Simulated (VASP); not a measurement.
# Cd (P6_3/mmc) in VASP: further runs

Runs on Cd. Level: LDA. Tasks: single point.

Everything below comes from runs of VASP 6.6.1. Logs are shortened: lines on timing, memory, paths and dates and some standing lists are left out, and cuts for length are marked.

## 1. The cell of the first run

It takes space group P6_3/mmc (No. 194, hexagonal). The conventional cell has a = 2.957 Å, b = 2.957 Å, c = 4.790 Å, α = 90.00°, β = 90.00°, γ = 120.00°. Cd (site symmetry -6m2) has 12 Cd at 2.94 to 2.96 Å within 3.9 Å.

## 2. Single point, LDA

Input file INCAR:

```
  PREC = Accurate
  ENCUT = 520
  EDIFF = 1E-6
  ISMEAR = -1
  SIGMA = 0.08
  LREAL = F
  LASPH = T
  NELM = 100
  ALGO = Normal
  ISIF = 2
  LWAVE = F
  LCHARG = T
  GGA = CA
  LELF = T
  LVHAR = T
  NBANDS = 19
```

Input file KPOINTS:

```
Automatic mesh
0
Gamma
  15 15 8
```

Input file POSCAR:

```
Cd
1.0
    2.9566575818      0.0000000000      0.0000000000
   -1.4783287909      2.5605405761      0.0000000000
    0.0000000000      0.0000000000      4.7900560749
Cd
2
Direct
    0.3333333333      0.6666666667      0.2500000000
    0.6666666667      0.3333333333      0.7500000000
```

Potentials or basis: VASP PAW LDA potentials, release 64 (Cd).

Launch:

```bash
$ cat potpaw_LDA.64/Cd/POTCAR > POTCAR
$ mpirun -np 1 vasp_std > vasp.out
```

OUTCAR:

```text
PREC = Accurate
   ENCUT = 520
   EDIFF = 1E-6
   ISMEAR = -1
   LREAL = F
   LASPH = T
   NELM = 100
   ISIF = 2
   GGA = CA

 ion  position               nearest neighbor table
   1  0.333  0.667  0.250-   2 2.94   2 2.94   2 2.94   2 2.94   2 2.94   2 2.94
   2  0.667  0.333  0.750-   1 2.94   1 2.94   1 2.94   1 2.94   1 2.94   1 2.94

  LATTYP: Found a hexagonal cell.
 ALAT       =     2.9566575818
 C/A-ratio  =     1.6200915873

  Lattice vectors:

 A1 = (   2.9566575818,   0.0000000000,   0.0000000000)
 A2 = (  -1.4783287909,   2.5605405761,   0.0000000000)
 A3 = (   0.0000000000,   0.0000000000,   4.7900560749)

Analysis of symmetry for initial positions (statically):
=====================================================================
 Subroutine PRICEL returns:
 Original cell was already a primitive cell.

 Routine SETGRP: Setting up the symmetry group for a
 hexagonal supercell.

 Subroutine GETGRP returns: Found 24 space group operations
 (whereof 12 operations were pure point group operations)
 out of a pool of 24 trial point group operations.

The static configuration has the point symmetry D_3d.
 The point group associated with its full space group is D_6h.

Analysis of symmetry for dynamics (positions and initial velocities):
=====================================================================
 Subroutine PRICEL returns:
 Original cell was already a primitive cell.

 Routine SETGRP: Setting up the symmetry group for a
 hexagonal supercell.

 Subroutine GETGRP returns: Found 24 space group operations
 (whereof 12 operations were pure point group operations)
 out of a pool of 24 trial point group operations.

The dynamic configuration has the point symmetry D_3d.
 The point group associated with its full space group is D_6h.

 Subroutine INISYM returns: Found 24 space group operations
 (whereof 12 operations are pure point group operations),
 and found     1 'primitive' translations

----------------------------------------------------------------------------------------

                                     Primitive cell

  volume of cell :      36.2638

  direct lattice vectors                    reciprocal lattice vectors
     2.956657582  0.000000000  0.000000000     0.338219754  0.195271266  0.000000000
    -1.478328791  2.560540576  0.000000000     0.000000000  0.390542532  0.000000000
     0.000000000  0.000000000  4.790056075     0.000000000  0.000000000  0.208765823

  length of vectors
     2.956657582  2.956657582  4.790056075     0.390542532  0.390542532  0.208765823

  position of ions in fractional coordinates (direct lattice)
     0.333333333  0.666666667  0.250000000
     0.666666667  0.333333333  0.750000000

  ion indices of the primitive-cell ions
   primitive index   ion index
                 1           1
                 2           2

----------------------------------------------------------------------------------------

 KPOINTS: Automatic mesh

Automatic generation of k-mesh.
 Grid dimensions read from file:
 generate k-points for:   15   15    8

 Generating k-lattice:

  Cartesian coordinates                     Fractional coordinates (reciprocal lattice)
     0.022547984  0.013018084  0.000000000     0.066666667 -0.000000000  0.000000000
     0.000000000  0.026036169  0.000000000     0.000000000  0.066666667  0.000000000
     0.000000000  0.000000000  0.026095728     0.000000000  0.000000000  0.125000000

  Length of vectors
     0.026036169  0.026036169  0.026095728

  Shift w.r.t. Gamma in fractional coordinates (k-lattice)
     0.000000000  0.000000000  0.000000000

 Subroutine IBZKPT returns following result:
 ===========================================

 Found    135 irreducible k-points:

 Following reciprocal coordinates:
            Coordinates               Weight
  0.000000  0.000000  0.000000      1.000000
  0.066667 -0.000000  0.000000      6.000000
  0.133333 -0.000000  0.000000      6.000000
  0.200000  0.000000  0.000000      6.000000
  0.266667 -0.000000  0.000000      6.000000
  0.333333 -0.000000  0.000000      6.000000
[... 16 lines left out ...]
  0.333333  0.200000  0.000000     12.000000
  0.400000  0.200000  0.000000      6.000000
 [... further k-points ...]
   k-points           NKPTS =    135   k-points in BZ     NKDIM =    135   number of bands    NBANDS=     19
   number of dos      NEDOS =    301   number of ions     NIONS =      2
   total plane-waves  NPLWV =  20736
   dimension x,y,z NGX =    24 NGY =   24 NGZ =   36
   dimension x,y,z NGXF=    48 NGYF=   48 NGZF=   72
   ions per type =               2
   NGX,Y,Z   is equivalent  to a cutoff of  13.49, 13.49, 12.49 a.u.
   NGXF,Y,Z  is equivalent  to a cutoff of  26.99, 26.99, 24.99 a.u.
 SYSTEM =  unknown system
   PREC   = accura    normal or accurate (medium, high low for compatibility)
   ISTART =      0    job   : 0-new  1-cont  2-samecut
   ICHARG =      2    charge: 1-file 2-atom 10-const
   ISPIN  =      1    spin polarized calculation?
   LNONCOLLINEAR =      F non collinear calculations
   LSORBIT =      F    spin-orbit coupling
   LASPH  =      T    aspherical Exc in radial PAW
   ENCUT  =  520.0 eV  38.22 Ry    6.18 a.u.   5.50  5.50  8.91*2*pi/ulx,y,z
   NELM   =    100;   NELMIN=  2; NELMDL= -5     # of ELM steps
   EDIFF  = 0.1E-05   stopping-criterion for ELM
   LREAL  =      F    real-space projection
   EDIFFG = 0.1E-04   stopping-criterion for IOM
   NSW    =      0    number of steps for IOM
   IBRION =     -1    ionic relax: 0-MD 1-quasi-New 2-CG
   NFREE  =      0    steps in history (QN), initial steepest desc. (CG)
   ISIF   =      2    stress and relaxation
   ISYM   =      2    0-nonsym 1-usesym 2-fastsym
   POTIM  = 0.5000    time-step for ionic-motion
   TEBEG  =    0.0;   TEEND  =   0.0 temperature during run
   PSTRESS=    0.0 pullay stress
   NELECT =      24.0000    total number of electrons
   NUPDOWN=      -1.0000    fix difference up-down
   EMIN   =  10.00;   EMAX   =-10.00  energy-range for DOS
   EFERMI =   0.00;   METHOD = LEGACY
   ISMEAR =    -1;   SIGMA  =   0.08  broadening in eV -4-tet -1-fermi 0-gaus
   EFERMI_NEDOS =   21; number of points for ismear=-14 and -15
   IALGO  =     38    algorithm
   IMIX   =      4    mixing-type and parameters
     AMIX     =   0.40;   BMIX     =  1.00
     AMIX_MAG =   1.60;   BMIX_MAG =  1.00
  volume/ion in A,a.u.               =      18.13       122.36
  Fermi-wavevector in a.u.,A,eV,Ry     =   1.426661  2.695999 27.692779  2.035362
  Thomas-Fermi vector in A             =   2.546914
   LORBIT       =      0    0 simple, 1 ext, 2 COOP (PROOUT), +10 PAW based schemes
   GGA     = CA    functional components
   LHFCALC =     F    Hartree Fock is set to
   AEXX    =    0.0000 exact exchange contribution
   IVDW    =     0    specifies the selected vdW correction
   LEPSILON=     F    determine dielectric tensor
   LRPA    =     F    only Hartree local field effects (RPA)
 non-spin polarized calculation
  energy-cutoff  :      520.00
  volume of cell :       36.26
 maximum number of plane-waves:      1007
 NGX is ok and might be reduce to    24
   NGX = 11   NGY = 11   NGZ = 17

 number of electron      24.0000004 magnetization

 Free energy of the ion-electron system (eV)
  ---------------------------------------------------
  ext. energy  EPLUGINS =         0.00000000
  ---------------------------------------------------
  free energy    TOTEN  =        -2.93211204 eV

  energy without entropy =       -2.92149416  energy(sigma->0) =       -2.92680310

 E-fermi :   4.4080     XC(G=0): -12.3439

 val. band max:        4.2746741625   @ k =   0.4667  -0.0000   0.3750
 cond. band min:       4.4197403135   @ k =   0.3333   0.1333   0.0000
 fundamental gap:      0.1450661510
 Fermi energy:         4.4079968344

 k-point     1 :       0.0000    0.0000    0.0000
  band No.  band energies     occupation
      1      -6.4304      2.00000
      2      -6.2215      2.00000
      3      -5.5776      2.00000
      4      -5.5180      2.00000
      5      -5.5180      2.00000
      6      -5.3683      2.00000
[... 11 lines left out ...]
     18      20.0696      0.00000
     19      20.3328      0.00000

 k-point     2 :       0.0667   -0.0000    0.0000
  band No.  band energies     occupation
      1      -6.3856      2.00000
      2      -6.1121      2.00000
      3      -5.6274      2.00000
      4      -5.4725      2.00000
      5      -5.4622      2.00000
      6      -5.3764      2.00000
[... 11 lines left out ...]
     18      20.3084      0.00000
     19      21.3030      0.00000

 k-point     3 :       0.1333   -0.0000    0.0000
  band No.  band energies     occupation
      1      -6.2793      2.00000
      2      -5.8786      2.00000
      3      -5.6605      2.00000
      4      -5.4132      2.00000
      5      -5.3421      2.00000
      6      -5.3124      2.00000
[... 11 lines left out ...]
     18      20.4630      0.00000
     19      20.5558      0.00000

 k-point     4 :       0.2000    0.0000    0.0000
  band No.  band energies     occupation
      1      -6.2124      2.00000
      2      -5.8475      2.00000
      3      -5.5755      2.00000
      4      -5.5076      2.00000
      5      -5.3414      2.00000
      6      -5.3205      2.00000
[... 11 lines left out ...]
     18      18.2500      0.00000
     19      20.2036      0.00000

 k-point     5 :       0.2667   -0.0000    0.0000
  band No.  band energies     occupation
      1      -6.2705      2.00000
      2      -5.9071      2.00000
      3      -5.7523      2.00000
      4      -5.4594      2.00000
      5      -5.4321      2.00000
      6      -5.1562      2.00000
[... 11 lines left out ...]
     18      17.0462      0.00000
     19      19.3653      0.00000
[... 334 lines left out ...]
      2      -5.9946      2.00000
      3      -5.9794      2.00000
      4      -5.5841      2.00000
      5      -5.2868      2.00000
      6      -5.2212      2.00000
[... 11 lines left out ...]
     18      15.1666      0.00000
     19      15.5207      0.00000

 k-point    22 :       0.2667    0.2000    0.0000
  band No.  band energies     occupation
      1      -6.1287      2.00000
      2      -6.0828      2.00000
      3      -5.9084      2.00000
      4      -5.6082      2.00000
      5      -5.2448      2.00000
      6      -5.2277      2.00000
[... 11 lines left out ...]
     18      14.4719      0.00000
     19      14.9068      0.00000

 k-point    23 :       0.3333    0.2000    0.0000
  band No.  band energies     occupation
      1      -6.2263      2.00000
      2      -6.1446      2.00000
      3      -5.8656      2.00000
      4      -5.6024      2.00000
      5      -5.3098      2.00000
      6      -5.1974      2.00000
[... 11 lines left out ...]
     18      14.0682      0.00000
     19      14.6066      0.00000

 k-point    24 :       0.4000    0.2000    0.0000
  band No.  band energies     occupation
      1      -6.2600      2.00000
      2      -6.1668      2.00000
      3      -5.8553      2.00000
      4      -5.5929      2.00000
      5      -5.3460      2.00000
      6      -5.1627      2.00000
[... 11 lines left out ...]
     18      13.9302      0.00000
     19      14.5085      0.00000

 [... further k-points ...]

------------------------ aborting loop because EDIFF is reached ----------------------------------------

  FORCE on cell =-STRESS in cart. coord.  units (eV):
  Direction    XX          YY          ZZ          XY          YZ          ZX
  --------------------------------------------------------------------------------------
  -------------------------------------------------------------------------------------
  Total        1.9250307      1.9250307      1.9212381      0.0000000      0.0000000      0.0000000
  in kB       85.0501238     85.0501238     84.8825611      0.0000000      0.0000000      0.0000000
  external PRESSURE =      84.9942696 kB  Pullay stress =       0.0000000 kB

 VOLUME and BASIS-vectors are now :
 -----------------------------------------------------------------------------
  energy-cutoff  :      520.00
  volume of cell :       36.26
      direct lattice vectors                 reciprocal lattice vectors
     2.956657582  0.000000000  0.000000000     0.338219754  0.195271266  0.000000000
    -1.478328791  2.560540576  0.000000000     0.000000000  0.390542532  0.000000000
     0.000000000  0.000000000  4.790056075     0.000000000  0.000000000  0.208765823

 POSITION                                       TOTAL-FORCE (eV/Angst)
 -----------------------------------------------------------------------------------
     -0.00000      1.70703      1.19751         0.000000     -0.000000      0.000000
      1.47833      0.85351      3.59254        -0.000000      0.000000      0.000000
 -----------------------------------------------------------------------------------
    total drift:                               -0.000000      0.000000      0.000000

  FREE ENERGIE OF THE ION-ELECTRON SYSTEM (eV)
  ---------------------------------------------------
  free  energy   TOTEN  =        -2.9321120416 eV

  energy  without entropy=       -2.9214941619  energy(sigma->0) =       -2.92680310
```

Run time: 82 s. Hardware: 1 thread of Oxide Virtual Turin-like, shared host; peak memory 0.16 GiB.

What came out:

| Quantity | Value |
| --- | --- |
| Free energy | -2.9321 eV |
| Pressure | 8.5 GPa |
| Band gap on the k mesh | zero (bands 12 and 13 overlap by 2.56 eV) |

Caveat: the cell stands under pressure.

## 3. Single point, LDA

Input file INCAR:

```
PREC = Accurate
ENCUT = 520
EDIFF = 1E-7
ISMEAR = -1
SIGMA = 0.08
LREAL = False
LASPH = True
NELM = 60
ALGO = Normal
ISIF = 2
LWAVE = False
LCHARG = False
GGA = CA
NBANDS = 19
```

Input file KPOINTS:

```
regular mesh
0
Gamma
  15 15 8
```

Input file POSCAR:

```
Cd
1.0
    2.9567594724      0.0000000000      0.0000000000
   -1.4783797362      2.5606288160      0.0000000000
    0.0000000000      0.0000000000      4.7905851713
Cd
2
Direct
    0.3333333333      0.6666666667      0.2500000000
    0.6666666667      0.3333333333      0.7500000000
```

Potentials or basis: VASP PAW LDA potentials, release 64 (Cd).

Launch:

```bash
$ cat potpaw_LDA.64/Cd/POTCAR > POTCAR
$ mpirun -np 1 vasp_std > vasp.out
```

Run time: 73 s. Hardware: 1 thread of Oxide Virtual Turin-like, shared host; peak memory 0.16 GiB.

It converged, with:

| Property | Result |
| --- | --- |
| Free energy | -2.9325 eV |
| Pressure | 8.5 GPa |
| Band gap on the k mesh | zero (bands 12 and 13 overlap by 2.56 eV) |

Levels at points of the mesh, in eV from the Fermi level:
```csv
k point,band 9,band 10,band 11,band 12,band 13,band 14,band 15,band 16
"(0.00, 0.00, 0.00)",-9.57,-8.86,-8.86,-3.38,-1.20,13.56,13.76,13.76
"(0.00, 0.00, 0.50)",-9.08,-9.08,-8.45,-8.45,7.02,7.02,13.93,13.93
```

Caveat: the cell stands under pressure.

The gap in the log of VASP goes by the Fermi energy; the results here count the filled bands.